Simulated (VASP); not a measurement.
# Li (I4/mmm) in VASP: a series of runs

The runs below take Li through single point, with PBE.

Program: VASP 6.6.1. These are calculated values, not measurements. Logs are shortened: lines on timing, memory, paths and dates and some standing lists are left out, and cuts for length are marked.

## Step 1: The cell of the first run

Symmetry: I4/mmm, No. 139, tetragonal system. The conventional cell has a = 3.430 Å, b = 3.430 Å, c = 3.500 Å, α = 90.00°, β = 90.00°, γ = 90.00°. Li (site symmetry 4/mmm) has 14 Li at 2.99 to 3.50 Å within 3.9 Å.

## Step 2: Single point, PBE (equal xx and yy strain of -2 %)

Contents of INCAR:

```
PREC = Accurate ; ENCUT = 520
EDIFF = 1E-7 ; ISMEAR = -1
SIGMA = 0.08 ; LREAL = F
LASPH = T ; NELM = 100
ALGO = Normal ; ISIF = 2
LWAVE = F ; LCHARG = T
GGA = PE ; LELF = T
LVHAR = T ; NBANDS = 8
```

Contents of KPOINTS:

```
regular mesh
0
Gamma
  15 15 15
```

Contents of POSCAR:

```
Li
1.0
   -1.7150000000      1.7150000000      1.7500000000
    1.7150000000     -1.7150000000      1.7500000000
    1.7150000000      1.7150000000     -1.7500000000
Li
1
Direct
    0.0000000000      0.0000000000      0.0000000000
```

Potentials or basis: VASP PAW PBE potentials, release 64 (Li_sv).

The run is started by

```
cat potpaw_PBE.64/Li_sv/POTCAR > POTCAR
mpirun -np 1 vasp_std > vasp.out
```

OUTCAR:

```text
PREC = Accurate
   ENCUT = 520
   EDIFF = 1E-7
   ISMEAR = -1
   LREAL = F
   LASPH = T
   NELM = 100
   ISIF = 2
   GGA = PE

 ion  position               nearest neighbor table
   1  0.000  0.000  0.000-

  LATTYP: Found a body centered tetragonal cell.
 ALAT       =     3.4300000000
 C/A-ratio  =     1.0204081633

  Lattice vectors:

 A1 = (  -1.7150000000,   1.7150000000,   1.7500000000)
 A2 = (   1.7150000000,  -1.7150000000,   1.7500000000)
 A3 = (   1.7150000000,   1.7150000000,  -1.7500000000)

Analysis of symmetry for initial positions (statically):
=====================================================================
 Subroutine PRICEL returns:
 Original cell was already a primitive cell.

 Routine SETGRP: Setting up the symmetry group for a
 body centered tetragonal supercell.

 Subroutine GETGRP returns: Found 16 space group operations
 (whereof 16 operations were pure point group operations)
 out of a pool of 16 trial point group operations.

The static configuration has the point symmetry D_4h.

Analysis of symmetry for dynamics (positions and initial velocities):
=====================================================================
 Subroutine PRICEL returns:
 Original cell was already a primitive cell.

 Routine SETGRP: Setting up the symmetry group for a
 body centered tetragonal supercell.

 Subroutine GETGRP returns: Found 16 space group operations
 (whereof 16 operations were pure point group operations)
 out of a pool of 16 trial point group operations.

The dynamic configuration has the point symmetry D_4h.

 Subroutine INISYM returns: Found 16 space group operations
 (whereof 16 operations are pure point group operations),
 and found     1 'primitive' translations

----------------------------------------------------------------------------------------

                                     Primitive cell

  volume of cell :      20.5886

  direct lattice vectors                    reciprocal lattice vectors
    -1.715000000  1.715000000  1.750000000     0.000000000  0.291545190  0.285714286
     1.715000000 -1.715000000  1.750000000     0.291545190  0.000000000  0.285714286
     1.715000000  1.715000000 -1.750000000     0.291545190  0.291545190  0.000000000

  length of vectors
     2.990810927  2.990810927  2.990810927     0.408204912  0.408204912  0.412307161

  position of ions in fractional coordinates (direct lattice)
     0.000000000  0.000000000  0.000000000

  ion indices of the primitive-cell ions
   primitive index   ion index
                 1           1

----------------------------------------------------------------------------------------

 KPOINTS: regular mesh

Automatic generation of k-mesh.
 Grid dimensions read from file:
 generate k-points for:   15   15   15

 Generating k-lattice:

  Cartesian coordinates                     Fractional coordinates (reciprocal lattice)
     0.000000000  0.019436346  0.019047619     0.066666667  0.000000000  0.000000000
     0.019436346  0.000000000  0.019047619     0.000000000  0.066666667  0.000000000
     0.019436346  0.019436346  0.000000000     0.000000000  0.000000000  0.066666667

  Length of vectors
     0.027213661  0.027213661  0.027487144

  Shift w.r.t. Gamma in fractional coordinates (k-lattice)
     0.000000000  0.000000000  0.000000000

 Subroutine IBZKPT returns following result:
 ===========================================

 Found    288 irreducible k-points:

 Following reciprocal coordinates:
            Coordinates               Weight
  0.000000  0.000000  0.000000      1.000000
  0.066667  0.000000  0.000000      8.000000
  0.133333  0.000000 -0.000000      8.000000
  0.200000  0.000000 -0.000000      8.000000
  0.266667  0.000000 -0.000000      8.000000
  0.333333  0.000000  0.000000      8.000000
[... 16 lines left out ...]
  0.133333  0.133333  0.000000      8.000000
  0.200000  0.133333  0.000000     16.000000
 [... further k-points ...]
   k-points           NKPTS =    288   k-points in BZ     NKDIM =    288   number of bands    NBANDS=      8
   number of dos      NEDOS =    301   number of ions     NIONS =      1
   total plane-waves  NPLWV =  13824
   dimension x,y,z NGX =    24 NGY =   24 NGZ =   24
   dimension x,y,z NGXF=    48 NGYF=   48 NGZF=   48
   ions per type =               1
   NGX,Y,Z   is equivalent  to a cutoff of  13.34, 13.34, 13.34 a.u.
   NGXF,Y,Z  is equivalent  to a cutoff of  26.68, 26.68, 26.68 a.u.
 SYSTEM =  unknown system
   PREC   = accura    normal or accurate (medium, high low for compatibility)
   ISTART =      0    job   : 0-new  1-cont  2-samecut
   ICHARG =      2    charge: 1-file 2-atom 10-const
   ISPIN  =      1    spin polarized calculation?
   LNONCOLLINEAR =      F non collinear calculations
   LSORBIT =      F    spin-orbit coupling
   LASPH  =      T    aspherical Exc in radial PAW
   ENCUT  =  520.0 eV  38.22 Ry    6.18 a.u.   5.56  5.56  5.56*2*pi/ulx,y,z
   NELM   =    100;   NELMIN=  2; NELMDL= -5     # of ELM steps
   EDIFF  = 0.1E-06   stopping-criterion for ELM
   LREAL  =      F    real-space projection
   EDIFFG = 0.1E-05   stopping-criterion for IOM
   NSW    =      0    number of steps for IOM
   IBRION =     -1    ionic relax: 0-MD 1-quasi-New 2-CG
   NFREE  =      0    steps in history (QN), initial steepest desc. (CG)
   ISIF   =      2    stress and relaxation
   ISYM   =      2    0-nonsym 1-usesym 2-fastsym
   POTIM  = 0.5000    time-step for ionic-motion
   TEBEG  =    0.0;   TEEND  =   0.0 temperature during run
   PSTRESS=    0.0 pullay stress
   NELECT =       3.0000    total number of electrons
   NUPDOWN=      -1.0000    fix difference up-down
   EMIN   =  10.00;   EMAX   =-10.00  energy-range for DOS
   EFERMI =   0.00;   METHOD = LEGACY
   ISMEAR =    -1;   SIGMA  =   0.08  broadening in eV -4-tet -1-fermi 0-gaus
   EFERMI_NEDOS =   21; number of points for ismear=-14 and -15
   IALGO  =     38    algorithm
   IMIX   =      4    mixing-type and parameters
     AMIX     =   0.40;   BMIX     =  1.00
     AMIX_MAG =   1.60;   BMIX_MAG =  1.00
  volume/ion in A,a.u.               =      20.59       138.94
  Fermi-wavevector in a.u.,A,eV,Ry     =   0.861469  1.627941 10.097284  0.742129
  Thomas-Fermi vector in A             =   1.979128
   LORBIT       =      0    0 simple, 1 ext, 2 COOP (PROOUT), +10 PAW based schemes
   GGA     = PE    functional components
   LHFCALC =     F    Hartree Fock is set to
   AEXX    =    0.0000 exact exchange contribution
   IVDW    =     0    specifies the selected vdW correction
   LEPSILON=     F    determine dielectric tensor
   LRPA    =     F    only Hartree local field effects (RPA)
 non-spin polarized calculation
  energy-cutoff  :      520.00
  volume of cell :       20.59
 maximum number of plane-waves:       571
   NGX = 11   NGY = 11   NGZ = 11

 number of electron       2.9999996 magnetization

 Free energy of the ion-electron system (eV)
  ---------------------------------------------------
  ext. energy  EPLUGINS =         0.00000000
  ---------------------------------------------------
  free energy    TOTEN  =        -1.90895609 eV

  energy without entropy =       -1.89811926  energy(sigma->0) =       -1.90353767

 E-fermi :   0.6122     XC(G=0):  -7.0063

 val. band max:        0.6100045014   @ k =  -0.2667  -0.3333   0.2000
 cond. band min:       0.6220879418   @ k =   0.2000   0.2000   0.1333
 fundamental gap:      0.0120834403
 Fermi energy:         0.6121702090

 k-point     1 :       0.0000    0.0000    0.0000
  band No.  band energies     occupation
      1     -45.9742      2.00000
      2      -2.9576      2.00000
      3      14.9557      0.00000
      4      15.0541      0.00000
      5      15.0542      0.00000
      6      19.6089      0.00000
      7      19.6089      0.00000
      8      20.0893      0.00000

 k-point     2 :       0.0667    0.0000    0.0000
  band No.  band energies     occupation
      1     -45.9735      2.00000
      2      -2.8746      2.00000
      3      14.4004      0.00000
      4      14.6464      0.00000
      5      14.8769      0.00000
      6      18.5054      0.00000
      7      18.8154      0.00000
      8      19.9735      0.00000

 k-point     3 :       0.1333    0.0000   -0.0000
  band No.  band energies     occupation
      1     -45.9713      2.00000
      2      -2.6254      2.00000
      3      12.7460      0.00000
      4      13.7989      0.00000
      5      14.5031      0.00000
      6      17.5490      0.00000
      7      17.5743      0.00000
      8      19.5445      0.00000

 k-point     4 :       0.2000    0.0000   -0.0000
  band No.  band energies     occupation
      1     -45.9680      2.00000
      2      -2.2096      2.00000
      3      10.6646      0.00000
      4      12.9175      0.00000
      5      13.9774      0.00000
      6      16.4549      0.00000
      7      17.2371      0.00000
      8      19.6140      0.00000

 k-point     5 :       0.2667    0.0000   -0.0000
  band No.  band energies     occupation
      1     -45.9642      2.00000
      2      -1.6304      2.00000
      3       8.5952      0.00000
      4      12.1532      0.00000
      5      13.4273      0.00000
      6      15.5718      0.00000
      7      17.1828      0.00000
      8      20.0793      0.00000
[... 177 lines left out ...]
 k-point    22 :      -0.0667    0.0667    0.0000
  band No.  band energies     occupation
      1     -45.9735      2.00000
      2      -2.8730      2.00000
      3      14.5197      0.00000
      4      14.5643      0.00000
      5      14.8736      0.00000
      6      18.5369      0.00000
      7      18.5573      0.00000
      8      19.9609      0.00000

 k-point    23 :       0.1333    0.1333    0.0000
  band No.  band energies     occupation
      1     -45.9663      2.00000
      2      -1.9657      2.00000
      3      10.5313      0.00000
      4      11.2315      0.00000
      5      13.1730      0.00000
      6      17.2059      0.00000
      7      17.5943      0.00000
      8      20.1595      0.00000

 k-point    24 :       0.2000    0.1333    0.0000
  band No.  band energies     occupation
      1     -45.9629      2.00000
      2      -1.3868      2.00000
      3       8.6664      0.00000
      4      10.3650      0.00000
      5      12.5264      0.00000
      6      17.1984      0.00000
      7      17.6705      0.00000
      8      20.6539      0.00000

 [... further k-points ...]

------------------------ aborting loop because EDIFF is reached ----------------------------------------

  FORCE on cell =-STRESS in cart. coord.  units (eV):
  Direction    XX          YY          ZZ          XY          YZ          ZX
  --------------------------------------------------------------------------------------
  -------------------------------------------------------------------------------------
  Total       -0.0387182     -0.0387182     -0.0319070      0.0000000     -0.0000000      0.0000000
  in kB       -3.0130034     -3.0130034     -2.4829616      0.0000000     -0.0000000      0.0000000
  external PRESSURE =      -2.8363228 kB  Pullay stress =       0.0000000 kB

 VOLUME and BASIS-vectors are now :
 -----------------------------------------------------------------------------
  energy-cutoff  :      520.00
  volume of cell :       20.59
      direct lattice vectors                 reciprocal lattice vectors
    -1.715000000  1.715000000  1.750000000     0.000000000  0.291545190  0.285714286
     1.715000000 -1.715000000  1.750000000     0.291545190  0.000000000  0.285714286
     1.715000000  1.715000000 -1.750000000     0.291545190  0.291545190  0.000000000

 POSITION                                       TOTAL-FORCE (eV/Angst)
 -----------------------------------------------------------------------------------
      0.00000      0.00000      0.00000        -0.000000      0.000000      0.000000
 -----------------------------------------------------------------------------------
    total drift:                               -0.000000      0.000000     -0.000000

  FREE ENERGIE OF THE ION-ELECTRON SYSTEM (eV)
  ---------------------------------------------------
  free  energy   TOTEN  =        -1.9089560861 eV

  energy  without entropy=       -1.8981192624  energy(sigma->0) =       -1.90353767
```

Wall time 47 s (1 thread of Intel Xeon 8259CL, shared host); peak memory 0.16 GiB.

What came out:

| Quantity | Value |
| --- | --- |
| Free energy | -1.9090 eV |
| Band gap on the k mesh | zero (an odd number of electrons rules out a gap without spin polarisation) |

Caveat: the cell differs from its parent crystal (equal xx and yy strain of -2 %); the cutoff is under 1.25 times the usual one of these potentials, so pressure, stress and relaxed cells hold a basis-set (Pulay) error.

## Step 3: Single point, PBE (equal xx and yy strain of +1 %)

Contents of INCAR:

```
SYSTEM = Li
PREC = Accurate ; ENCUT = 520
EDIFF = 1E-6 ; ISMEAR = -1
SIGMA = 0.08 ; LREAL = .False.
LASPH = .True. ; NELM = 60
ALGO = Normal ; ISIF = 2
LWAVE = .False. ; LCHARG = .False.
GGA = PE ; NBANDS = 8
```

Contents of KPOINTS:

```
regular mesh
0
Gamma
  15 15 15
  0 0 0
```

Contents of POSCAR:

```
Li
1.0
   -1.7675000000      1.7675000000      1.7500000000
    1.7675000000     -1.7675000000      1.7500000000
    1.7675000000      1.7675000000     -1.7500000000
Li
1
Direct
    0.0000000000      0.0000000000      0.0000000000
```

Potentials or basis: VASP PAW PBE potentials, release 64 (Li_sv).

The run is started by

```
cat potpaw_PBE.64/Li_sv/POTCAR > POTCAR
mpirun -np 1 vasp_std > vasp.out
```

Wall time 31 s (1 thread of Intel Xeon 8259CL, shared host); peak memory 0.16 GiB.

It converged, with:

| Property | Result |
| --- | --- |
| Free energy | -1.9046 eV |
| Band gap on the k mesh | zero (an odd number of electrons rules out a gap without spin polarisation) |

Levels at points of the mesh, in eV from the Fermi level:
| k point | band 1 | band 2 | band 3 | band 4 | band 5 | band 6 | band 7 |
| --- | --- | --- | --- | --- | --- | --- | --- |
| (0.00, 0.00, 0.00) | -46.69 | -3.49 | 13.78 | 13.78 | 13.84 | 18.27 | 18.50 |

Caveat: the cell differs from its parent crystal (equal xx and yy strain of +1 %); the cutoff is under 1.25 times the usual one of these potentials, so pressure, stress and relaxed cells hold a basis-set (Pulay) error.
